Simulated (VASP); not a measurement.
# TiB2 (P6/mmm) in VASP: further runs

The runs below take TiB2 through single point, with LDA.

All numbers are computed with VASP 6.6.1; they aren't measurements. Logs are shortened: lines on timing, memory, paths and dates and some standing lists are left out, and cuts for length are marked.

## Step 1: The cell of the first run

Symmetry: P6/mmm, No. 191, hexagonal system. The conventional cell has a = 2.992 Å, b = 2.992 Å, c = 3.166 Å, α = 90.00°, β = 90.00°, γ = 120.00°. Ti (site symmetry 6/mmm) has 12 B at 2.34 Å and 6 Ti at 2.99 Å within 3.1 Å. Within 2.3 Å of B (site symmetry -6m2) lie 3 B at 1.73 Å.

## Step 2: Single point, LDA

The input, INCAR:

```
SYSTEM = TiB2
ALGO = Normal
EDIFF = 1E-6
ENCUT = 500
GGA = CA
GGA_COMPAT = .False.
ISIF = 2
ISMEAR = 1
LASPH = .True.
LCHARG = .False.
LREAL = .False.
LWAVE = .False.
NBANDS = 16
NELM = 120
PREC = Accurate
SIGMA = 0.05
```

The input, KPOINTS:

```
k-points
0
Gamma
  10 10 8
  0 0 0
```

The input, POSCAR:

```
TiB2
1.0
    2.9917623083      0.0000000000      0.0000000000
   -1.4958811542      2.5909421611      0.0000000000
    0.0000000000      0.0000000000      3.1658334524
Ti B
1 2
Direct
    0.0000000000      0.0000000000      0.0000000000
    0.3333333333      0.6666666667      0.5000000000
    0.6666666667      0.3333333333      0.5000000000
```

Potentials or basis: VASP PAW LDA potentials, release 64 (Ti_sv, B).

On the command line:

```
$ cat potpaw_LDA.64/Ti_sv/POTCAR potpaw_LDA.64/B/POTCAR > POTCAR
$ mpirun -np 1 vasp_std > vasp.out
```

OUTCAR:

```text
SYSTEM = TiB2
   EDIFF = 1E-6
   ENCUT = 500
   GGA = CA
   ISIF = 2
   ISMEAR = 1
   LASPH = .True.
   LREAL = .False.
   NELM = 120
   PREC = Accurate

 ion  position               nearest neighbor table
   1  0.000  0.000  0.000-   2 2.34   3 2.34   2 2.34   3 2.34   3 2.34   3 2.34   2 2.34   2 2.34
                             3 2.34   3 2.34   2 2.34   2 2.34
   2  0.333  0.667  0.500-   3 1.73   3 1.73   3 1.73   1 2.34   1 2.34   1 2.34   1 2.34   1 2.34
                             1 2.34
   3  0.667  0.333  0.500-   2 1.73   2 1.73   2 1.73   1 2.34   1 2.34   1 2.34   1 2.34   1 2.34
                             1 2.34

  LATTYP: Found a hexagonal cell.
 ALAT       =     2.9917623083
 C/A-ratio  =     1.0581834806

  Lattice vectors:

 A1 = (   2.9917623083,   0.0000000000,   0.0000000000)
 A2 = (  -1.4958811542,   2.5909421611,   0.0000000000)
 A3 = (   0.0000000000,   0.0000000000,   3.1658334524)

Analysis of symmetry for initial positions (statically):
=====================================================================
 Subroutine PRICEL returns:
 Original cell was already a primitive cell.

 Routine SETGRP: Setting up the symmetry group for a
 hexagonal supercell.

 Subroutine GETGRP returns: Found 24 space group operations
 (whereof 24 operations were pure point group operations)
 out of a pool of 24 trial point group operations.

The static configuration has the point symmetry D_6h.

Analysis of symmetry for dynamics (positions and initial velocities):
=====================================================================
 Subroutine PRICEL returns:
 Original cell was already a primitive cell.

 Routine SETGRP: Setting up the symmetry group for a
 hexagonal supercell.

 Subroutine GETGRP returns: Found 24 space group operations
 (whereof 24 operations were pure point group operations)
 out of a pool of 24 trial point group operations.

The dynamic configuration has the point symmetry D_6h.

 Subroutine INISYM returns: Found 24 space group operations
 (whereof 24 operations are pure point group operations),
 and found     1 'primitive' translations

----------------------------------------------------------------------------------------

                                     Primitive cell

  volume of cell :      24.5399

  direct lattice vectors                    reciprocal lattice vectors
     2.991762308  0.000000000  0.000000000     0.334251153  0.192979993  0.000000000
    -1.495881154  2.590942161  0.000000000     0.000000000  0.385959986  0.000000000
     0.000000000  0.000000000  3.165833452     0.000000000  0.000000000  0.315872586

  length of vectors
     2.991762308  2.991762308  3.165833452     0.385959986  0.385959986  0.315872586

  position of ions in fractional coordinates (direct lattice)
     0.000000000  0.000000000  0.000000000
     0.333333333  0.666666667  0.500000000
     0.666666667  0.333333333  0.500000000

  ion indices of the primitive-cell ions
   primitive index   ion index
                 1           1
                 2           2
                 3           3

----------------------------------------------------------------------------------------

 KPOINTS: k-points

Automatic generation of k-mesh.
 Grid dimensions read from file:
 generate k-points for:   10   10    8

 Generating k-lattice:

  Cartesian coordinates                     Fractional coordinates (reciprocal lattice)
     0.033425115  0.019297999  0.000000000     0.100000000  0.000000000  0.000000000
     0.000000000  0.038595999  0.000000000     0.000000000  0.100000000  0.000000000
     0.000000000  0.000000000  0.039484073     0.000000000  0.000000000  0.125000000

  Length of vectors
     0.038595999  0.038595999  0.039484073

  Shift w.r.t. Gamma in fractional coordinates (k-lattice)
     0.000000000  0.000000000  0.000000000

 Subroutine IBZKPT returns following result:
 ===========================================

 Found     70 irreducible k-points:

 Following reciprocal coordinates:
            Coordinates               Weight
  0.000000  0.000000  0.000000      1.000000
  0.100000  0.000000  0.000000      6.000000
  0.200000  0.000000  0.000000      6.000000
  0.300000 -0.000000  0.000000      6.000000
  0.400000 -0.000000  0.000000      6.000000
  0.500000  0.000000  0.000000      3.000000
[... 16 lines left out ...]
  0.300000  0.100000  0.125000     24.000000
  0.400000  0.100000  0.125000     24.000000
 [... further k-points ...]
   k-points           NKPTS =     70   k-points in BZ     NKDIM =     70   number of bands    NBANDS=     16
   number of dos      NEDOS =    301   number of ions     NIONS =      3
   total plane-waves  NPLWV =  13824
   dimension x,y,z NGX =    24 NGY =   24 NGZ =   24
   dimension x,y,z NGXF=    48 NGYF=   48 NGZF=   48
   ions per type =               1   2
   NGX,Y,Z   is equivalent  to a cutoff of  13.34, 13.34, 12.60 a.u.
   NGXF,Y,Z  is equivalent  to a cutoff of  26.67, 26.67, 25.21 a.u.
 SYSTEM =  TiB2
   PREC   = accura    normal or accurate (medium, high low for compatibility)
   ISTART =      0    job   : 0-new  1-cont  2-samecut
   ICHARG =      2    charge: 1-file 2-atom 10-const
   ISPIN  =      1    spin polarized calculation?
   LNONCOLLINEAR =      F non collinear calculations
   LSORBIT =      F    spin-orbit coupling
   LASPH  =      T    aspherical Exc in radial PAW
   ENCUT  =  500.0 eV  36.75 Ry    6.06 a.u.   5.45  5.45  5.77*2*pi/ulx,y,z
   NELM   =    120;   NELMIN=  2; NELMDL= -5     # of ELM steps
   EDIFF  = 0.1E-05   stopping-criterion for ELM
   LREAL  =      F    real-space projection
   EDIFFG = 0.1E-04   stopping-criterion for IOM
   NSW    =      0    number of steps for IOM
   IBRION =     -1    ionic relax: 0-MD 1-quasi-New 2-CG
   NFREE  =      0    steps in history (QN), initial steepest desc. (CG)
   ISIF   =      2    stress and relaxation
   ISYM   =      2    0-nonsym 1-usesym 2-fastsym
   POTIM  = 0.5000    time-step for ionic-motion
   TEBEG  =    0.0;   TEEND  =   0.0 temperature during run
   PSTRESS=    0.0 pullay stress
   NELECT =      18.0000    total number of electrons
   NUPDOWN=      -1.0000    fix difference up-down
   EMIN   =  10.00;   EMAX   =-10.00  energy-range for DOS
   EFERMI =   0.00;   METHOD = LEGACY
   ISMEAR =     1;   SIGMA  =   0.05  broadening in eV -4-tet -1-fermi 0-gaus
   EFERMI_NEDOS =   21; number of points for ismear=-14 and -15
   IALGO  =     38    algorithm
   IMIX   =      4    mixing-type and parameters
     AMIX     =   0.40;   BMIX     =  1.00
     AMIX_MAG =   1.60;   BMIX_MAG =  1.00
  volume/ion in A,a.u.               =       8.18        55.20
  Fermi-wavevector in a.u.,A,eV,Ry     =   1.476414  2.790017 29.657941  2.179797
  Thomas-Fermi vector in A             =   2.590943
   LORBIT       =      0    0 simple, 1 ext, 2 COOP (PROOUT), +10 PAW based schemes
   GGA     = CA    functional components
   LHFCALC =     F    Hartree Fock is set to
   AEXX    =    0.0000 exact exchange contribution
   IVDW    =     0    specifies the selected vdW correction
   LEPSILON=     F    determine dielectric tensor
   LRPA    =     F    only Hartree local field effects (RPA)
 non-spin polarized calculation
 Methfessel and Paxton  Order N= 1 SIGMA  =   0.05
  energy-cutoff  :      500.00
  volume of cell :       24.54
 maximum number of plane-waves:       642
 NGX is ok and might be reduce to    24
   NGX = 11   NGY = 11   NGZ = 11

 number of electron      17.9999999 magnetization

 Free energy of the ion-electron system (eV)
  ---------------------------------------------------
  ext. energy  EPLUGINS =         0.00000000
  ---------------------------------------------------
  free energy    TOTEN  =       -26.91032936 eV

  energy without entropy =      -26.90990309  energy(sigma->0) =      -26.91018727

 E-fermi :  10.3429     XC(G=0): -13.1683

 val. band max:       10.3202774025   @ k =   0.2000   0.2000   0.1250
 cond. band min:      10.3438715258   @ k =   0.1000   0.0000   0.3750
 fundamental gap:      0.0235941232
 Fermi energy:        10.3428770705

 k-point     1 :       0.0000    0.0000    0.0000
  band No.  band energies     occupation
      1     -45.7059      2.00000
      2     -22.4428      2.00000
      3     -22.1137      2.00000
      4     -22.1137      2.00000
      5      -3.0976      2.00000
      6       7.6891      2.00000
[... 8 lines left out ...]
     15      16.3719      0.00000
     16      17.7994      0.00000

 k-point     2 :       0.1000    0.0000    0.0000
  band No.  band energies     occupation
      1     -45.6994      2.00000
      2     -22.4348      2.00000
      3     -22.1611      2.00000
      4     -22.1243      2.00000
      5      -2.9005      2.00000
      6       7.1656      2.00000
[... 8 lines left out ...]
     15      17.5046      0.00000
     16      18.3943      0.00000

 k-point     3 :       0.2000    0.0000    0.0000
  band No.  band energies     occupation
      1     -45.6823      2.00000
      2     -22.4140      2.00000
      3     -22.2839      2.00000
      4     -22.1522      2.00000
      5      -2.3277      2.00000
      6       5.8871      2.00000
[... 8 lines left out ...]
     15      18.5171      0.00000
     16      19.6665      0.00000

 k-point     4 :       0.3000   -0.0000    0.0000
  band No.  band energies     occupation
      1     -45.6611      2.00000
      2     -22.4327      2.00000
      3     -22.3881      2.00000
      4     -22.1865      2.00000
      5      -1.4263      2.00000
      6       4.3113      2.00000
[... 8 lines left out ...]
     15      18.3036      0.00000
     16      20.0239      0.00000
[... 324 lines left out ...]
 k-point    22 :       0.2000    0.1000    0.1250
  band No.  band energies     occupation
      1     -45.6656      2.00000
      2     -22.4331      2.00000
      3     -22.3647      2.00000
      4     -22.1830      2.00000
      5      -1.6072      2.00000
      6       5.1308      2.00000
[... 8 lines left out ...]
     15      18.9458      0.00000
     16      20.2379      0.00000

 k-point    23 :       0.3000    0.1000    0.1250
  band No.  band energies     occupation
      1     -45.6464      2.00000
      2     -22.4892      2.00000
      3     -22.4076      2.00000
      4     -22.2224      2.00000
      5      -0.6105      2.00000
      6       3.5770      2.00000
[... 8 lines left out ...]
     15      19.2790      0.00000
     16      20.6405      0.00000

 k-point    24 :       0.4000    0.1000    0.1250
  band No.  band energies     occupation
      1     -45.6345      2.00000
      2     -22.5643      2.00000
      3     -22.3924      2.00000
      4     -22.2467      2.00000
      5       0.6217      2.00000
      6       2.0384      2.00000
[... 8 lines left out ...]
     15      19.6035      0.00000
     16      20.3878      0.00000

 [... further k-points ...]
[... 5 lines left out ...]
  --------------------------------------------------------------------------------------
  -------------------------------------------------------------------------------------
  Total        0.0957754      0.0957754      0.0930565     -0.0000000      0.0000000     -0.0000000
  in kB        6.2530462      6.2530462      6.0755330     -0.0000000      0.0000000     -0.0000000
  external PRESSURE =       6.1938752 kB  Pullay stress =       0.0000000 kB

 VOLUME and BASIS-vectors are now :
 -----------------------------------------------------------------------------
  energy-cutoff  :      500.00
  volume of cell :       24.54
      direct lattice vectors                 reciprocal lattice vectors
     2.991762308  0.000000000  0.000000000     0.334251153  0.192979993  0.000000000
    -1.495881154  2.590942161  0.000000000     0.000000000  0.385959986  0.000000000
     0.000000000  0.000000000  3.165833452     0.000000000  0.000000000  0.315872586

 POSITION                                       TOTAL-FORCE (eV/Angst)
 -----------------------------------------------------------------------------------
      0.00000      0.00000      0.00000         0.000000     -0.000000      0.000000
     -0.00000      1.72729      1.58292        -0.000000      0.000000     -0.000000
      1.49588      0.86365      1.58292         0.000000     -0.000000      0.000000
 -----------------------------------------------------------------------------------
    total drift:                               -0.000000      0.000000      0.000000

  FREE ENERGIE OF THE ION-ELECTRON SYSTEM (eV)
  ---------------------------------------------------
  free  energy   TOTEN  =       -26.9103293587 eV

  energy  without entropy=      -26.9099030935  energy(sigma->0) =      -26.91018727
```

Run time: 9.3 s. Hardware: 1 thread of Intel Xeon 6975P-C (Granite Rapids), shared host; peak memory 0.13 GiB.

What came out:

```yaml
Free_energy: -26.9103 eV
Pressure: 0.6 GPa
Band_gap_on_the_k_mesh: zero (band 9 reaches 10.89 eV, above the bottom of band 10 at 10.19 eV)
```

## Step 3: Single point, LDA

This run uses another cell than the first one, of 8.10 Å³/atom, 0.990 times its volume.

The input, INCAR:

```
ALGO = Normal
EDIFF = 1E-6
ENCUT = 500
GGA_COMPAT = F
ISIF = 2
ISMEAR = 1
LASPH = T
LCHARG = T
LELF = T
LREAL = F
LVHAR = T
LWAVE = F
NBANDS = 16
NELM = 120
PREC = Accurate
SIGMA = 0.05
```

The input, KPOINTS:

```
k-points
0
Gamma
  10 10 8
```

The input, POSCAR:

```
TiB2
1.0
    2.9817563396      0.0000000000      0.0000000000
   -1.4908781698      2.5822767380      0.0000000000
    0.0000000000      0.0000000000      3.1552453016
Ti B
1 2
Direct
    0.0000000000      0.0000000000      0.0000000000
    0.3333333333      0.6666666667      0.5000000000
    0.6666666667      0.3333333333      0.5000000000
```

Potentials or basis: VASP PAW LDA potentials, release 64 (Ti_sv, B).

On the command line:

```
$ cat potpaw_LDA.64/Ti_sv/POTCAR potpaw_LDA.64/B/POTCAR > POTCAR
$ mpirun -np 1 vasp_std > vasp.out
```

It took 10 s on 1 thread of Intel Xeon 6975P-C (Granite Rapids), shared host; peak memory 0.14 GiB.

Results (log left out):

* Free energy: -26.9070 eV
* Pressure: 3.5 GPa
* Band gap on the k mesh: zero (band 9 reaches 11.01 eV, above the bottom of band 10 at 10.30 eV)

Stress tensor (GPa, compression positive):
```
3.70 0.00 0.00
0.00 3.70 0.00
0.00 0.00 3.14
```

Levels at points of the mesh, in eV from the Fermi level:
```csv
k point,band 7,band 8,band 9,band 10,band 11,band 12
"(0.00, 0.00, 0.00)",-2.68,-2.15,-2.11,2.12,2.12,4.02
"(0.50, 0.00, 0.00)",-3.24,-3.23,-2.32,1.53,3.00,3.54
"(0.00, 0.00, 0.50)",-0.48,-0.48,-0.15,-0.15,0.53,0.53
"(0.50, 0.00, 0.50)",-4.76,-3.91,-2.98,2.80,3.21,5.03
```
